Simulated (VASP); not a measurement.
# Mg2CdSe3 in VASP: notebook, part 2 of 2

VASP 6.6.1.

## 3. Single point, PBE

This run uses another cell than the first one: it holds 12 atoms, not 6.

Input file INCAR:

```
PREC = Accurate ; ENCUT = 520
EDIFF = 1E-6 ; ISMEAR = 0
SIGMA = 0.1 ; LREAL = False
LASPH = True ; NELM = 80
ALGO = Normal ; ISIF = 2
LWAVE = False ; LCHARG = True
GGA = PE ; LELF = True
LVHAR = True ; NBANDS = 46
```

Input file KPOINTS:

```
Automatic mesh
0
Gamma
  4 2 4
```

Input file POSCAR:

```
Mg2CdSe3
1.0
    0.0000000000     -3.9553026000      0.0000000000
    7.9106052000      0.0000000000      0.0000000000
   -1.9776513000      1.9776513000      8.4024623000
Mg Cd Se
4 2 6
Direct
    0.6668930000      0.3334465000      0.3337860000
    0.6668930000      0.8334465000      0.3337860000
    0.3331070000      0.1665535000      0.6662140000
    0.3331070000      0.6665535000      0.6662140000
    0.0000000000      0.0000000000      0.0000000000
    0.0000000000      0.5000000000      0.0000000000
    0.8304310000      0.4152155000      0.6608620000
    0.8304310000      0.9152155000      0.6608620000
    0.5000000000      0.2500000000      0.0000000000
    0.5000000000      0.7500000000      0.0000000000
    0.1695690000      0.0847845000      0.3391380000
    0.1695690000      0.5847845000      0.3391380000
```

Potentials or basis: VASP PAW PBE potentials, release 64 (Mg, Cd, Se).

Started as:

```console
cat potpaw_PBE.64/Mg/POTCAR potpaw_PBE.64/Cd/POTCAR potpaw_PBE.64/Se/POTCAR > POTCAR
mpirun -np 1 vasp_std > vasp.out
```

OUTCAR:

```text
PREC = Accurate
   ENCUT = 520
   EDIFF = 1E-6
   ISMEAR = 0
   LREAL = False
   LASPH = True
   NELM = 80
   ISIF = 2
   GGA = PE

 ion  position               nearest neighbor table
   1  0.667  0.333  0.334-   7 2.75  12 2.80  11 2.80  12 2.80  11 2.80   9 2.80
   2  0.667  0.833  0.334-   8 2.75  11 2.80  11 2.80  12 2.80  12 2.80  10 2.80
   3  0.333  0.167  0.666-  11 2.75   8 2.80   7 2.80   8 2.80   7 2.80   9 2.80
   4  0.333  0.667  0.666-  12 2.75   7 2.80   8 2.80   7 2.80   8 2.80  10 2.80
   5  0.000  0.000  0.000-   9 2.80  10 2.80   9 2.80  10 2.80   8 2.85  11 2.85
   6  0.000  0.500  0.000-   9 2.80  10 2.80   9 2.80  10 2.80   7 2.85  12 2.85
   7  0.830  0.415  0.661-   1 2.75   4 2.80   3 2.80   4 2.80   3 2.80   6 2.85
   8  0.830  0.915  0.661-   2 2.75   3 2.80   3 2.80   4 2.80   4 2.80   5 2.85
   9  0.500  0.250  0.000-   5 2.80   6 2.80   5 2.80   6 2.80   1 2.80   3 2.80
  10  0.500  0.750  0.000-   5 2.80   6 2.80   5 2.80   6 2.80   2 2.80   4 2.80
  11  0.170  0.085  0.339-   3 2.75   2 2.80   1 2.80   2 2.80   1 2.80   5 2.85
  12  0.170  0.585  0.339-   4 2.75   1 2.80   2 2.80   1 2.80   2 2.80   6 2.85

  LATTYP: Found a base centered monoclinic cell.
[... 916 lines left out ...]

------------------------ aborting loop because EDIFF is reached ----------------------------------------

  FORCE on cell =-STRESS in cart. coord.  units (eV):
  Direction    XX          YY          ZZ          XY          YZ          ZX
  --------------------------------------------------------------------------------------
  -------------------------------------------------------------------------------------
  Total        0.7878417      0.7878249     -0.4037492      0.0000000      0.0000000      0.0000274
  in kB        4.8012416      4.8011390     -2.4605164      0.0000000      0.0000000      0.0001668
  external PRESSURE =       2.3806214 kB  Pullay stress =       0.0000000 kB

 VOLUME and BASIS-vectors are now :
 -----------------------------------------------------------------------------
  energy-cutoff  :      520.00
  volume of cell :      262.90
      direct lattice vectors                 reciprocal lattice vectors
     0.000000000 -3.955302600  0.000000000     0.000000000 -0.252825157  0.059506366
     7.910605200  0.000000000  0.000000000     0.126412578  0.000000000  0.029753183
    -1.977651300  1.977651300  8.402462300     0.000000000  0.000000000  0.119012733

 POSITION                                       TOTAL-FORCE (eV/Angst)
 -----------------------------------------------------------------------------------
      1.97765     -1.97765      2.80462        -0.000000      0.000000     -0.005279
      5.93295     -1.97765      2.80462        -0.000000      0.000000     -0.005279
      0.00000      0.00000      5.59784         0.000000     -0.000000      0.005279
      3.95530      0.00000      5.59784         0.000000     -0.000000      0.005279
      0.00000      0.00000      0.00000         0.000000      0.000000     -0.000000
      3.95530      0.00000      0.00000         0.000000      0.000000     -0.000000
      1.97765     -1.97765      5.55287         0.000046     -0.000000     -0.012147
      5.93295     -1.97765      5.55287         0.000046     -0.000000     -0.012147
      1.97765     -1.97765      0.00000        -0.000000     -0.000000     -0.000000
      5.93295     -1.97765      0.00000         0.000000      0.000000     -0.000000
     -0.00000     -0.00000      2.84959        -0.000046      0.000000      0.012147
      3.95530     -0.00000      2.84959        -0.000046      0.000000      0.012147
 -----------------------------------------------------------------------------------
    total drift:                                0.000000      0.000000     -0.000000

  FREE ENERGIE OF THE ION-ELECTRON SYSTEM (eV)
  ---------------------------------------------------
  free  energy   TOTEN  =       -39.9980017017 eV

  energy  without entropy=      -39.9979968029  energy(sigma->0) =      -39.99799925
```

stdout:

```text
POSCAR found type information on POSCAR MgCdSe
 POSCAR found :  3 types and      12 ions
 scaLAPACK will be used
 LDA part: xc-table for (Slater+PW92), standard interpolation
 -----------------------------------------------------------------------------
|                                                                             |
|           W    W    AA    RRRRR   N    N  II  N    N   GGGG   !!!           |
|           W    W   A  A   R    R  NN   N  II  NN   N  G    G  !!!           |
|           W    W  A    A  R    R  N N  N  II  N N  N  G       !!!           |
|           W WW W  AAAAAA  RRRRR   N  N N  II  N  N N  G  GGG   !            |
|           WW  WW  A    A  R   R   N   NN  II  N   NN  G    G                |
|           W    W  A    A  R    R  N    N  II  N    N   GGGG   !!!           |
|                                                                             |
|     Your reciprocal lattice and k-lattice belong to different lattice       |
|     classes:                                                                |
|                                                                             |
|        The reciprocal lattice is base-centered monoclinic,                  |
|        whereas your k-lattice is body-centered tetragonal.                  |
|                                                                             |
|     Results are often still useful ...                                      |
|                                                                             |
 -----------------------------------------------------------------------------

 POSCAR, INCAR and KPOINTS ok, starting setup
 FFT: planning ... GRIDC
 FFT: planning ... GRID_SOFT
 FFT: planning ... GRID
 WAVECAR not read
 entering main loop
```

Wall time 4.4 min (1 thread of AMD EPYC 7R43 (Zen 3), shared host); peak memory 0.39 GiB.

Results:

```yaml
Free_energy: -39.9980 eV
Pressure: 0.2 GPa
Largest_force: 0.012 eV/Å
Band_gap_on_the_k_mesh: 0.56 eV
```

Forces in eV/Å, atoms in the order of the input:
```
Mg   0.000  0.000 -0.005
Mg   0.000  0.000 -0.005
Mg   0.000  0.000  0.005
Mg   0.000  0.000  0.005
Cd   0.000  0.000  0.000
Cd   0.000  0.000  0.000
Se   0.000  0.000 -0.012
Se   0.000  0.000 -0.012
Se   0.000  0.000  0.000
Se   0.000  0.000  0.000
Se   0.000  0.000  0.012
Se   0.000  0.000  0.012
```

Levels at points of the mesh, in eV from the valence-band top:
```csv
k point,band 31,band 32,band 33,band 34,band 35,band 36,band 37,band 38
"(0.00, 0.00, 0.00)",-0.41,-0.39,-0.39,0.00,0.84,2.05,2.40,3.29
"(0.50, 0.00, 0.00)",-0.86,-0.78,-0.50,0.00,0.56,2.61,3.04,3.29
"(0.00, 0.50, 0.00)",-0.87,-0.87,-0.30,-0.30,2.56,2.56,3.41,3.41
"(0.50, 0.50, 0.00)",-1.44,-1.44,-1.18,-1.18,2.06,2.06,3.00,3.00
"(0.00, 0.00, 0.50)",-0.71,-0.71,-0.50,0.00,0.63,3.29,3.44,3.64
"(0.00, 0.50, 0.50)",-0.47,-0.47,-0.36,-0.36,2.22,2.22,3.36,3.36
```

A k mesh can miss the band edges. Expect the measured gap to be larger: semilocal functionals such as PBE lack the derivative discontinuity.

## 4. Single point, PBE

This run uses another cell than the first one: it holds 12 atoms, not 6.

Input file INCAR:

```
PREC = Accurate
ENCUT = 520
EDIFF = 1E-7
ISMEAR = 0
SIGMA = 0.1
LREAL = False
LASPH = True
NELM = 60
ALGO = Normal
ISIF = 2
LWAVE = False
LCHARG = False
GGA = PE
NBANDS = 46
```

Input file KPOINTS:

```
regular mesh
0
Gamma
  4 2 4
```

Input file POSCAR:

```
Mg2CdSe3
1.0
   -0.0005850568     -3.9728789131      0.0002220593
    7.9339855342      0.0011448493      0.0006432309
   -1.9833095070      1.9862997285      8.3706477291
Mg Cd Se
4 2 6
Direct
    0.6676330131      0.3334032113      0.3338084151
    0.6664978246      0.8334519713      0.3338123032
    0.3334758624      0.1665526063      0.6661964216
    0.3323797047      0.6665316179      0.6660959214
    0.0000643260      0.0000184615     -0.0000402639
    0.0000820877      0.4999165391      0.0000296063
    0.8297726931      0.4151854817      0.6607334609
    0.8308703306      0.9152237305      0.6607364184
    0.5204257972      0.2500888857      0.0000481653
    0.4795772264      0.7499332970     -0.0000160101
    0.1693546174      0.0848244268      0.3392724209
    0.1698665170      0.5848697710      0.3393231409
```

Potentials or basis: VASP PAW PBE potentials, release 64 (Mg, Cd, Se).

Started as:

```console
cat potpaw_PBE.64/Mg/POTCAR potpaw_PBE.64/Cd/POTCAR potpaw_PBE.64/Se/POTCAR > POTCAR
mpirun -np 1 vasp_std > vasp.out
```

OUTCAR:

```text
PREC = Accurate
   ENCUT = 520
   EDIFF = 1E-7
   ISMEAR = 0
   LREAL = False
   LASPH = True
   NELM = 60
   ISIF = 2
   GGA = PE

 ion  position               nearest neighbor table
   1  0.668  0.333  0.334-   7 2.74   9 2.79  11 2.80  12 2.81  11 2.81  12 2.81
   2  0.666  0.833  0.334-   8 2.74  10 2.80  12 2.81  11 2.81  11 2.81  12 2.81
   3  0.333  0.167  0.666-  11 2.74   9 2.80   7 2.80   8 2.81   8 2.81   7 2.81
   4  0.332  0.667  0.666-  12 2.74  10 2.80   8 2.80   7 2.81   7 2.81   8 2.81
   5  0.000  0.000  1.000-  10 2.75   9 2.75   8 2.84  11 2.84   9 2.86  10 2.87
   6  0.000  0.500  0.000-   9 2.75  10 2.75  12 2.84   7 2.84   9 2.86  10 2.87
   7  0.830  0.415  0.661-   1 2.74   3 2.80   4 2.81   4 2.81   3 2.81   6 2.84
   8  0.831  0.915  0.661-   2 2.74   4 2.80   3 2.81   3 2.81   4 2.81   5 2.84
   9  0.520  0.250  0.000-   6 2.75   5 2.75   1 2.79   3 2.80   6 2.86   5 2.86
  10  0.480  0.750  1.000-   6 2.75   5 2.75   2 2.80   4 2.80   5 2.87   6 2.87
  11  0.169  0.085  0.339-   3 2.74   1 2.80   2 2.81   2 2.81   1 2.81   5 2.84
  12  0.170  0.585  0.339-   4 2.74   2 2.81   1 2.81   2 2.81   1 2.81   6 2.84

  LATTYP: Found a triclinic cell.
 ALAT       =    10.4645607754
 B/A-ratio  =     1.6441852486
 C/A-ratio  =     0.3796508088
 COS(alpha) =     0.0000298604
 COS(beta)  =     0.5693902362
 COS(gamma) =     0.7346806273

  Lattice vectors:

 A1 = (  -1.9827244502,   5.9591786416,   8.3704256698)
 A2 = (   3.9667814634,   0.0008653932,  16.7421607484)
 A3 = (   0.0005850568,   3.9728789131,  -0.0002220593)

Analysis of symmetry for initial positions (statically):
=====================================================================
 Subroutine PRICEL returns:
 Original cell was already a primitive cell.

 Routine SETGRP: Setting up the symmetry group for a
 triclinic supercell.

 Subroutine GETGRP returns: Found  1 space group operations
 (whereof  1 operations were pure point group operations)
 out of a pool of  2 trial point group operations.

The static configuration has the point symmetry C_1 .
[... 178 lines left out ...]
 non-spin polarized calculation
 Gauss-broadening in eV      SIGMA  =   0.10
  energy-cutoff  :      520.00
  volume of cell :      263.86
 maximum number of plane-waves:      7163
 NGX is ok and might be reduce to    30

 number of electron      67.9999994 magnetization

 Free energy of the ion-electron system (eV)
  ---------------------------------------------------
  ext. energy  EPLUGINS =         0.00000000
  ---------------------------------------------------
  free energy    TOTEN  =       -40.00339718 eV

  energy without entropy =      -40.00339714  energy(sigma->0) =      -40.00339716

 E-fermi :   3.1625     XC(G=0):  -9.5599

 val. band max:        2.8032175751   @ k =   0.0000  -0.0000   0.2500
 cond. band min:       3.5088686248   @ k =   0.0000  -0.0000   0.5000
 fundamental gap:      0.7056510497
 Fermi energy:         3.1625209997

 k-point     1 :       0.0000    0.0000    0.0000
  band No.  band energies     occupation
      1     -10.1184      2.00000
      2      -9.4344      2.00000
      3      -9.2662      2.00000
      4      -9.1207      2.00000
      5      -9.0586      2.00000
      6      -9.0407      2.00000
[... 969 lines left out ...]
     45       8.7176      0.00000
     46       8.8930      0.00000

------------------------ aborting loop because EDIFF is reached ----------------------------------------

  FORCE on cell =-STRESS in cart. coord.  units (eV):
  Direction    XX          YY          ZZ          XY          YZ          ZX
  --------------------------------------------------------------------------------------
  -------------------------------------------------------------------------------------
  Total        0.1547712      0.1310702      0.1029586     -0.0186126      0.0022165     -0.0050968
  in kB        0.9397899      0.7958748      0.6251773     -0.1130181      0.0134590     -0.0309485
  external PRESSURE =       0.7869473 kB  Pullay stress =       0.0000000 kB

 VOLUME and BASIS-vectors are now :
 -----------------------------------------------------------------------------
  energy-cutoff  :      520.00
  volume of cell :      263.86
      direct lattice vectors                 reciprocal lattice vectors
    -0.000585057 -3.972878913  0.000222059     0.000031477 -0.251703305  0.059734999
     7.933985534  0.001144849  0.000643231     0.126037639 -0.000016891  0.029866888
    -1.983309507  1.986299728  8.370647729    -0.000009686  0.000006679  0.119461188

 POSITION                                       TOTAL-FORCE (eV/Angst)
 -----------------------------------------------------------------------------------
      1.98278     -1.98900      2.79456         0.000870      0.002524      0.004726
      5.95015     -1.98391      2.79491         0.000096     -0.000344      0.001756
     -0.00004     -0.00140      5.57668         0.001087      0.000310     -0.003642
      3.96698      0.00332      5.57616        -0.000960     -0.001630     -0.000087
     -1.98308      1.98596      8.37031        -0.002862      0.000798      0.001053
      3.96627      0.00031      0.00057         0.004361     -0.000410     -0.000823
      1.98315     -1.98370      5.53122        -0.000334      0.001384     -0.020700
      5.95044     -1.98748      5.53157         0.000319     -0.000486     -0.018724
      1.98380     -2.06721      0.00068        -0.004768      0.007716     -0.000399
      3.96640      0.08182      8.37110         0.003280     -0.008006     -0.000118
      0.00001      0.00117      2.84002        -0.000262      0.001619      0.018152
      3.96727     -0.00019      2.84077        -0.000828     -0.003475      0.018806
 -----------------------------------------------------------------------------------
    total drift:                               -0.000020     -0.000013     -0.000003

  FREE ENERGIE OF THE ION-ELECTRON SYSTEM (eV)
  ---------------------------------------------------
  free  energy   TOTEN  =       -40.0033971784 eV

  energy  without entropy=      -40.0033971395  energy(sigma->0) =      -40.00339716
```

It took 6.6 min on 1 thread of AMD EPYC 7R43 (Zen 3), shared host; peak memory 0.42 GiB.

What came out:

```
Free energy            : -40.0034 eV
Pressure               : 0.1 GPa
Largest force          : 0.021 eV/Å
Band gap on the k mesh : 0.71 eV
```

Forces on the atoms (eV/Å):
```
Mg   0.001  0.003  0.005
Mg   0.000  0.000  0.002
Mg   0.001  0.000 -0.004
Mg  -0.001 -0.002  0.000
Cd  -0.003  0.001  0.001
Cd   0.004  0.000 -0.001
Se   0.000  0.001 -0.021
Se   0.000  0.000 -0.019
Se  -0.005  0.008  0.000
Se   0.003 -0.008  0.000
Se   0.000  0.002  0.018
Se  -0.001 -0.003  0.019
```

A k mesh can miss the band edges.

## 5. The runs side by side

| cell | k mesh | gap on the mesh (eV) | pressure (GPa) | largest force (eV/Å) |
| --- | --- | --- | --- | --- |
| a = 8.856 Å, angles 154.2, 154.2, 36.8°, 6 atoms | 6 × 6 × 6 | 0.59 | 0.1 | 0.02 |
| a = 3.955, b = 7.911, c = 8.856 Å, angles 102.9, 102.9, 90.0°, 12 atoms | 4 × 2 × 4 | 0.56 | 0.2 | 0.01 |
| a = 3.973, b = 7.934, c = 8.829 Å, angles 103.0, 103.0, 90.0°, 12 atoms | 4 × 2 × 4 | 0.71 | 0.1 | 0.02 |

Alike in all rows: task single point; level PBE; potentials or basis VASP PAW PBE potentials, release 64 (Mg, Cd, Se); no spin polarisation; cutoff (eV) 520; smearing gaussian 0.1 eV.

Total energies depend on the potentials used, so only differences within one code and one set of settings carry meaning.
